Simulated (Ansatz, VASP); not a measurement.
# Two plane-wave programs on CdS

The input INCAR:

```
SYSTEM = CdS
PREC = Accurate ; ENCUT = 520
EDIFF = 1E-6 ; ISMEAR = 0
SIGMA = 0.05 ; LREAL = .False.
LASPH = .True. ; NELM = 80
ALGO = Normal ; ISIF = 2
LWAVE = .False. ; LCHARG = .True.
GGA = PE ; LELF = .True.
LVHAR = .True. ; NBANDS = 16
```

The input KPOINTS:

```
regular mesh
0
Gamma
  8 8 8
  0 0 0
```

Contents of POSCAR:

```
CdS
1.0
    0.0000000000      2.6772000000      2.9100000000
    2.6772000000      0.0000000000      2.9100000000
    2.6772000000      2.6772000000      0.0000000000
Cd S
1 1
Direct
    0.0000000000      0.0000000000      0.0000000000
    0.7500000000      0.7500000000      0.7500000000
```

Input for Ansatz:

```yaml
crystal:
  lattice:
    - [0.0, 2.6772, 2.91]
    - [2.6772, 0.0, 2.91]
    - [2.6772, 2.6772, 0.0]
  atoms:
    - { symbol: Cd, position: [0.0, 0.0, 0.0] }
    - { symbol: S, position: [0.75, 0.75, 0.75] }
basis:
  ecutwfc: 420
kpoints:
  mp_grid: { grid: [8, 8, 8] }
hamiltonian:
  xc: pbe
scf:
  occupations: { method: gaussian, width: 0.05 }
output:
  forces: true
  stress: true
  eigenvalues: true
```

Change from the starting cell: strain -0.080 along x and y, +0.000 along z, atoms carried along.

Alike in both runs: task single point; functional PBE; k mesh 8 × 8 × 8; occupations gaussian, width 0.05 eV; no spin polarisation.

|  | VASP | Ansatz |
| --- | --- | --- |
| version | VASP 6.6.1 | Ansatz 0.2.0 |
| potentials or method | VASP PAW PBE potentials, release 64 (Cd, S), cutoff 520 eV | scalar-relativistic, plane waves, PAW |
| valence electrons in the cell | 18 | 26 |

|  | VASP | Ansatz | Ansatz less VASP |
| --- | --- | --- | --- |
| gap on the k mesh at the Fermi level (eV) | 1.39 | 1.37 | -0.020 |
| least direct gap on the mesh (eV) | 1.39 | 1.37 | -0.020 |
| pressure (GPa) | 20.0 | 19.2 | -0.74 |
| traceless stress, the component that is largest in VASP (GPa) | -0.05 | -0.10 | -0.050 |

VASP's potentials hold 18 valence electrons a cell and Ansatz's 26, so a difference there can come from the potentials and not from the codes.
